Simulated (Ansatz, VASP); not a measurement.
# GaOs3: VASP beside Ansatz

```
Ga Os
1.0
     3.83063    0.00000    0.00000
     0.00000    3.83063    0.00000
     0.00000    0.00000    3.83063
Ga Os
1 3
Direct
  0.00000 0.00000 0.00000
  0.00000 0.50000 0.50000
  0.50000 0.00000 0.50000
  0.50000 0.50000 0.00000
```

Alike in both runs: task relaxation of cell and atoms; functional PBE; k mesh 4 × 4 × 4; occupations gaussian, width 0.1 eV; no spin polarisation.

|  | VASP | Ansatz |
| --- | --- | --- |
| version | VASP 6.6.1 | Ansatz 0.2.0 |
| potentials or method | VASP PAW PBE potentials, release 64 (Ga_d, Os), cutoff 600 eV | scalar-relativistic, plane waves, PAW |
| valence electrons in the cell | 37 | 61 |

VASP gave:

| Quantity | Value |
| --- | --- |
| gap on the k mesh at the Fermi level, each at its own relaxed structure (eV) | none |
| relaxed volume (Å³/atom) | 14.58 |
| relaxed length of the cell vector where the two differ most in proportion (Å) | 3.878 |

**Question.** What did Ansatz give for the same quantities?

**Answer.** gap on the k mesh at the Fermi level, each at its own relaxed structure (eV): none; relaxed volume (Å³/atom): 14.57; relaxed length of the cell vector where the two differ most in proportion (Å): 3.877.

A gap of «none» marks a metal or a gap that the smearing closes. VASP's potentials hold 37 valence electrons a cell and Ansatz's 61, so a difference there can come from the potentials and not from the codes.

The k mesh is coarse, so the values compare programs but aren't converged. Spin-orbit coupling is off throughout.
